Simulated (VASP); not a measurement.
A run of VASP 6.6.1:

The input INCAR:

```
ALGO = Normal
DIPOL = 0.5 0.5 0.500
EDIFF = 1E-6
ENCUT = 520
GGA = PE
IDIPOL = 3
ISIF = 2
ISMEAR = 0
LASPH = T
LCHARG = F
LDIPOL = T
LREAL = F
LWAVE = F
NBANDS = 11
NELM = 60
PREC = Accurate
SIGMA = 0.1
```

KPOINTS

```
k-points
0
Gamma
  15 15 1
```

The input POSCAR:

```
Si
1.0
    3.7500000000      0.0000000000      0.0000000000
   -1.8750000000      3.2475952642      0.0000000000
    0.0000000000      0.0000000000     28.0000000000
Si
2
Direct
    0.3333333333      0.6666666667      0.5127500000
    0.6666666667      0.3333333333      0.4872500000
```

Potentials or basis: VASP PAW PBE potentials, release 64 (Si).

The run is started by

```sh
$ cat potpaw_PBE.64/Si/POTCAR > POTCAR
$ mpirun -np 1 vasp_std > vasp.out
```

Hardware: 1 thread of AMD EPYC 7R13 Processor (Zen 3), on a shared host.

**Question.** How long does it take, and how much memory?

**Answer.** Run time: 3.3 min on 1 thread of AMD EPYC 7R13 Processor (Zen 3) (shared host), peak memory 0.39 GiB. Counts: scf iterations 21, k points 27.
